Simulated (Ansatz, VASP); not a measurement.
# Ga: VASP beside Ansatz

```xyz
4
Lattice="2.2863 -3.8703 0.0000 2.2863 3.8703 0.0000 0.0000 0.0000 4.5892" Properties=species:S:1:pos:R:3 pbc="T T T"
Ga    2.2863   -1.2100    1.9172
Ga    2.2863   -2.6603    4.2118
Ga    2.2863    1.2100    2.6721
Ga    2.2863    2.6603    0.3775
```

Alike in both runs: functional PBE; k mesh 12 × 12 × 10; occupations gaussian, width 0.1 eV; no spin polarisation.

Ansatz relaxed the structure, and its values are those at the end. VASP's run is a single point on that final structure, the one shown.

|  | VASP | Ansatz |
| --- | --- | --- |
| version | VASP 6.6.1 | Ansatz 0.2.0 |
| potentials or method | VASP PAW PBE potentials, release 64 (Ga_d), cutoff 520 eV | scalar-relativistic, plane waves, PAW |
| valence electrons in the cell | 52 | 52 |

|  | VASP | Ansatz | Ansatz less VASP |
| --- | --- | --- | --- |
| gap on the k mesh at the Fermi level (eV) | none | none | - |
| pressure (GPa) | 0.1 | 0.0 | -0.13 |

A gap of «none» marks a metal or a gap that the smearing closes. With one functional, cell and mesh, what is left measures potentials, basis and numerics.
